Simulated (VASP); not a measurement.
Set up this calculation in VASP 6.6.1, as the native input.

| Item | Value |
| --- | --- |
| Task | relaxation of cell and atoms |
| Functional | PBE |
| Potentials or basis | VASP PAW PBE potentials, release 64 (Sc_sv, B, N) |
| Cutoff | 600 eV |
| k mesh | 6 × 6 × 6 |
| Occupations | gaussian, width 0.1 eV |
| Spin | no spin polarisation |
| Dipole correction | no |
| Further INCAR settings | ALGO = Normal; EDIFF = 1e-06; IBRION = 2; EDIFFG = -0.04; NSW = 90; ISIF = 3 |

The structure of ScB2N3 lies in POSCAR:

```
ScB2N3
1.0
    4.6314382500      0.0000000000      0.0000000000
   -2.3157191300      4.0109431800      0.0000000000
    0.0000000000      0.0000000000      3.6942599300
Sc B N
1 2 3
Direct
    0.0000000000      0.0000000000      0.5000000000
    0.3333333300      0.6666666700      0.0000000000
    0.6666666700      0.3333333300      0.0000000000
    0.4916178700      0.0000000000      0.0000000000
    0.0000000000      0.4916178700      0.0000000000
    0.5083821300      0.5083821300      0.0000000000
```

The input as run:

INCAR

```
SYSTEM = ScB2N3
ALGO = Normal ; EDIFF = 1E-6
EDIFFG = -0.04 ; ENCUT = 600
GGA = PE ; IBRION = 2
ISIF = 3 ; ISMEAR = 0
LASPH = .TRUE. ; LCHARG = .FALSE.
LREAL = .FALSE. ; LWAVE = .FALSE.
NELM = 60 ; NSW = 90
PREC = Accurate ; SIGMA = 0.1
```

KPOINTS

```
k-points
0
G
  6 6 6
  0 0 0
```

Potentials or basis: VASP PAW PBE potentials, release 64 (Sc_sv, B, N).

Launch:

```sh
$ cat potpaw_PBE.64/Sc_sv/POTCAR potpaw_PBE.64/B/POTCAR potpaw_PBE.64/N/POTCAR > POTCAR
$ mpirun -np 1 vasp_std > vasp.out
```

It gave:

```yaml
Relaxed_volume: 9.31 Å³/atom
Relaxed_cell: a = 4.561 Å, b = 4.561 Å, c = 3.100 Å, α = 90.00°, β = 90.00°, γ = 120.00°
Space_group_after_relaxing_to_0.05_Å: P-62m (No. 189)
Energy_gained_by_relaxing: 1102.3 meV/atom
Ionic_steps: 20
Pressure_after_relaxing: 0.3 GPa
Band_gap_on_the_k_mesh: 1.45 eV, indirect (least direct gap 2.27 eV)
```

Caveat: the volume moved by over 15 % at a fixed basis, so the end points are rough.

It took 15 min on 1 thread of Intel(R) Xeon(R) Platinum 8259CL CPU @ 2.50GHz (Skylake/Cascade Lake), with other jobs on the host, peak memory 0.25 GiB.
